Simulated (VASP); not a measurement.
Wanted: the native input for a VASP 6.6.1 run.

| Item | Value |
| --- | --- |
| Task | relaxation of cell and atoms |
| Functional | PBE |
| Potentials or basis | VASP PAW PBE potentials, release 64 (Zr_sv) |
| Cutoff | 600 eV |
| k mesh | 10 × 10 × 5 |
| Occupations | fermi-dirac, width 0.1 eV |
| Spin | no spin polarisation |
| Target pressure | 6 GPa |
| Dipole correction | no |
| Further INCAR settings | ALGO = Normal; EDIFF = 1e-06; IBRION = 2; EDIFFG = -0.02; NSW = 80; ISIF = 3 |

The structure of Zr lies in POSCAR:

```
Zr
1.0
    3.2320000000      0.0000000000      0.0000000000
   -1.6160000000      2.7989941000      0.0000000000
    0.0000000000      0.0000000000      5.1470000000
Zr
2
Direct
    0.3333333300      0.6666666700      0.2500000000
    0.6666666700      0.3333333300      0.7500000000
```

These files were run (other wordings do the same):

INCAR

```
PREC = Accurate ; ENCUT = 600
EDIFF = 1E-6 ; ISMEAR = -1
SIGMA = 0.1 ; LREAL = False
LASPH = True ; NELM = 60
ALGO = Normal ; ISIF = 3
LWAVE = False ; LCHARG = False
GGA = PE ; IBRION = 2
NSW = 80 ; EDIFFG = -0.02
PSTRESS = 60.0
```

KPOINTS

```
Automatic mesh
0
Gamma
  10 10 5
```

Potentials or basis: VASP PAW PBE potentials, release 64 (Zr_sv).

Launch:

```sh
$ cat potpaw_PBE.64/Zr_sv/POTCAR > POTCAR
$ mpirun -np 1 vasp_std > vasp.out
```

It gave:

```yaml
Relaxed_volume: 22.05 Å³/atom
Relaxed_cell: a = 3.163 Å, b = 3.163 Å, c = 5.090 Å, α = 90.00°, β = 90.00°, γ = 120.00°
Space_group_after_relaxing_to_0.1_Å: P6_3/mmc (No. 194)
Energy_change_on_relaxing_the_run_minimises_the_enthalpy: +23.9 meV/atom
Ionic_steps: 6
Pressure_after_relaxing: 6.0 GPa
Band_gap_on_the_k_mesh: zero (bands 12 and 13 overlap by 1.19 eV)
```

Caveat: the cell is relaxed towards a set pressure, so the run minimises the enthalpy, not the energy.

Wall time 81 s on 1 thread of Intel(R) Xeon(R) Platinum 8488C (Sapphire Rapids), with other jobs on the host, peak memory 0.2 GiB.
